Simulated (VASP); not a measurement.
**SrCaHfTiO6: single point with PBE**

The system is SrCaHfTiO6.

```
Sr Ca Hf Ti O
1.0
     0.00000    4.01853    4.01853
     4.01853    0.00000    4.01853
     4.01853    4.01853    0.00000
Sr Ca Hf Ti O
1 1 1 1 6
Direct
  0.25000 0.25000 0.25000
  0.75000 0.75000 0.75000
  0.00000 0.00000 0.00000
  0.50000 0.50000 0.50000
  0.74387 0.25613 0.25613
  0.25613 0.74387 0.74387
  0.74387 0.74387 0.25613
  0.25613 0.25613 0.74387
  0.25613 0.74387 0.25613
  0.74387 0.25613 0.74387
```

```json
{"Program": "VASP 6.6.1", "Task": "single point", "Functional": "PBE", "Potentials or basis": "VASP PAW PBE potentials, release 64 (Sr_sv, Ca_sv, Hf_pv, Ti_sv, O)", "Cutoff": "520 eV", "k mesh": "4 × 4 × 4", "Occupations": "gaussian, width 0.01 eV", "Spin": "no spin polarisation", "Dipole correction": "no", "k mesh for the DOS": "6 × 6 × 6", "Occupations for the DOS": "tetrahedron", "Further INCAR settings": "ALGO = Normal; EDIFF = 1e-06"}
```

```json
{
 "Valence electrons inside the program's atomic spheres": "Sr 7.96; Ca 8.01; Hf 8.71; Ti 10.26; O 5.05"
}
```

Levels at points of the mesh, in eV from the valence-band top:
| k point | band 36 | band 37 | band 38 | band 39 | band 40 | band 41 | band 42 | band 43 |
| --- | --- | --- | --- | --- | --- | --- | --- | --- |
| (0.00, 0.00, 0.00) | -0.40 | 0.00 | 0.00 | 0.00 | 2.49 | 2.49 | 2.49 | 4.68 |
| (0.50, 0.00, 0.00) | -0.84 | -0.84 | -0.61 | -0.52 | 3.36 | 3.44 | 3.44 | 5.20 |
| (0.50, 0.50, 0.00) | -1.32 | -0.64 | -0.64 | -0.08 | 2.67 | 3.80 | 3.80 | 5.42 |

Wall time 2.4 min on 1 thread of AMD EPYC 7R43 64-Core Processor (Zen 3), with other jobs on the host, peak memory 0.27 GiB.

Caveat: spin-orbit coupling is left out, which moves the levels of the heavy elements.
